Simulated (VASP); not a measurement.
A run of VASP 6.6.1:

File INCAR:

```
PREC     = Accurate       # precision mode
ENCUT    = 520            # plane-wave cutoff, eV
EDIFF    = 1E-6           # SCF threshold, eV
ISMEAR   = 0              # smearing method
SIGMA    = 0.1            # smearing width, eV
LREAL    = False          # projectors in reciprocal space
LASPH    = True           # aspherical terms in the spheres
NELM     = 60             # most SCF steps
ALGO     = Normal         # electronic algorithm
ISIF     = 2              # what is computed and relaxed
LWAVE    = False          # write WAVECAR
LCHARG   = False          # write CHGCAR
GGA      = PE             # functional
NBANDS   = 30             # bands
```

File KPOINTS:

```
regular mesh
0
Gamma
  4 4 4
```

File POSCAR:

```
BaWF3
1.0
    4.3801117044      0.0000000000      0.0000000000
    0.0000000000      4.3801117044      0.0000000000
    0.0000000000      0.0000000000      4.3801117044
Ba W F
1 1 3
Direct
    0.5000000000      0.5000000000      0.5000000000
    0.0000000000      0.0000000000      0.0000000000
    0.5000000000      0.0000000000      0.0000000000
    0.0000000000      0.5000000000      0.0000000000
    0.0000000000      0.0000000000      0.5000000000
```

Potentials or basis: VASP PAW PBE potentials, release 64 (Ba_sv, W_sv, F).

Launch:

```console
$ cat potpaw_PBE.64/Ba_sv/POTCAR potpaw_PBE.64/W_sv/POTCAR potpaw_PBE.64/F/POTCAR > POTCAR
$ mpirun -np 1 vasp_std > vasp.out
```

Hardware: 1 thread of Intel Xeon 8259CL (shared host).

How long does it take, and how much memory?

Run time: 24 s on 1 thread of Intel Xeon 8259CL, on a shared host, peak memory 0.21 GiB. Counts: scf iterations 13, k points 10.
